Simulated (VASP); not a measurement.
Here is a VASP 6.6.1 calculation.

The input INCAR:

```
SYSTEM = Au
ALGO = Normal
EDIFF = 1E-7
EDIFFG = -0.005
ENCUT = 600
GGA = CA
IBRION = 2
ISIF = 3
ISMEAR = -1
LASPH = .True.
LCHARG = .False.
LREAL = .False.
LWAVE = .False.
NELM = 100
NSW = 32
PREC = Accurate
PSTRESS = 1700.0
SIGMA = 0.05
```

The input KPOINTS:

```
k-points
0
Gamma
  17 17 9
  0 0 0
```

Contents of POSCAR:

```
Au
1.0
    2.5447744050      0.0000000000      0.0000000000
   -1.2723872025      2.2038392817      0.0000000000
    0.0000000000      0.0000000000      4.2024725645
Au
2
Direct
    0.3333333333      0.6666666667      0.2500000000
    0.6666666667      0.3333333333      0.7500000000
```

Potentials or basis: VASP PAW LDA potentials, release 64 (Au).

The run is started by

```console
$ cat potpaw_LDA.64/Au/POTCAR > POTCAR
$ mpirun -np 1 vasp_std > vasp.out
```

(1) Estimate the band gap on the k mesh.

(2) Predict the relaxed volume.

(3) Predict the relaxed cell.

Results:

(1) zero (band 11 reaches 21.93 eV, above the bottom of band 12 at 13.58 eV).

(2) 11.82 Å³/atom.

(3) a = 2.548 Å, b = 2.548 Å, c = 4.207 Å, α = 90.00°, β = 90.00°, γ = 120.00°.

Caveat: the cell is relaxed towards a set pressure, so the enthalpy falls and the energy may rise; spin-orbit coupling is left out, which moves the levels of the heavy elements.
